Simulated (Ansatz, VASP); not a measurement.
## Two plane-wave programs on BeB3Cl2

```
Be B Cl
1.0
     4.10536    2.37023    2.16517
    -4.10536    2.37023    2.16517
     0.00000   -4.74047    2.16517
Be B Cl
1 3 2
Direct
  0.50000 0.50000 0.50000
  0.00000 0.50000 0.00000
  0.50000 0.00000 0.00000
  0.00000 0.00000 0.50000
  0.77831 0.77831 0.77831
  0.22169 0.22169 0.22169
```

Alike in both runs: functional PBE; k mesh 12 × 12 × 12; occupations gaussian, width 0.1 eV; no spin polarisation.

Ansatz relaxed the structure, and its values are those at the end. VASP's run is a single point on that final structure, the one shown.

|  | VASP | Ansatz |
| --- | --- | --- |
| version | VASP 6.6.1 | Ansatz 0.2.0 |
| potentials or method | VASP PAW PBE potentials, release 64 (Be, B, Cl), cutoff 520 eV | scalar-relativistic, plane waves, PAW |
| valence electrons in the cell | 25 | 25 |

Ansatz gave:

- gap on the k mesh at the Fermi level (eV): none
- pressure (GPa): 0.0
- rms of the force components (eV/Å): 0.001

Task: Estimate VASP's values.

Result: gap on the k mesh at the Fermi level (eV): none; pressure (GPa): 0.0; rms of the force components (eV/Å): 0.011.

A gap of «none» marks a metal or a gap that the smearing closes.
